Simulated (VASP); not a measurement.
Here is a VASP 6.6.1 calculation.

The input INCAR:

```
PREC = Accurate ; ENCUT = 520
EDIFF = 1E-7 ; ISMEAR = -1
SIGMA = 0.08 ; LREAL = F
LASPH = T ; NELM = 80
ALGO = Normal ; ISIF = 2
LWAVE = F ; LCHARG = T
GGA = PE ; LELF = T
LVHAR = T ; NBANDS = 16
```

Contents of KPOINTS:

```
regular mesh
0
Gamma
  14 14 14
```

File POSCAR:

```
CdS
1.0
    0.0000000000      2.5290065373      2.5290065373
    2.5290065373      0.0000000000      2.5290065373
    2.5290065373      2.5290065373      0.0000000000
Cd S
1 1
Direct
    0.0000000000      0.0000000000      0.0000000000
    0.5000000000      0.5000000000      0.5000000000
```

Potentials or basis: VASP PAW PBE potentials, release 64 (Cd, S).

Run with:

```console
$ cat potpaw_PBE.64/Cd/POTCAR potpaw_PBE.64/S/POTCAR > POTCAR
$ mpirun -np 1 vasp_std > vasp.out
```

Problem. Estimate the pressure.

Solution. 33.3 GPa.

Caveat: the cell stands under pressure.
